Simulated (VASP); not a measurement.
CdS: single point with LDA

Crystal: CdS.

```
Cd S
1.0
     4.32509    0.00000    0.00000
    -2.16254    3.63493    0.00000
     0.00000    0.00000    5.80417
Cd S
1 1
Direct
  0.00000 0.00000 0.44269
  0.66667 0.33333 0.43431
```

This cell differs from its parent crystal: strain +0.0150 x Voigt [1, -1, 0, 0, 0, 0].

| Property | Result |
| --- | --- |
| Program | VASP 6.6.1 |
| Task | single point |
| Functional | LDA |
| Potentials or basis | VASP PAW LDA potentials, release 64 (Cd, S) |
| Cutoff | 520 eV |
| k mesh | 9 × 9 × 6 |
| Occupations | gaussian, width 0.05 eV |
| Spin | no spin polarisation |
| Dipole correction | no |
| Further INCAR settings | ALGO = Normal; EDIFF = 1e-07; NBANDS = 16 |

```json
{"Pressure": "-2.2 GPa", "Largest force": "0.235 eV/Å", "Band gap on the k mesh": "1.25 eV"}
```

Forces in eV/Å, atoms in the order of the input:
```
Cd   0.000  0.234 -0.023
S    0.000 -0.234  0.023
```

Stress tensor (GPa, compression positive):
```
-4.26  0.00  0.00
 0.00 -2.31  0.02
 0.00  0.02 -0.11
```

Levels at points of the mesh, in eV from the valence-band top:
```csv
k point,band 6,band 7,band 8,band 9,band 10,band 11,band 12,band 13
"(0.00, 0.00, 0.00)",-6.96,-1.08,-0.08,0.00,1.25,5.46,6.63,6.80
"(0.00, 0.00, 0.50)",-6.95,-1.30,-0.07,0.00,1.52,4.92,6.68,6.95
```

Wall time 4.4 min on 1 thread of Oxide Virtual Turin-like Processor (shared host), peak memory 0.29 GiB.

Caveat: the cell differs from its parent crystal (strain +0.0150 x Voigt [1, -1, 0, 0, 0, 0]). A k mesh can miss the band edges.
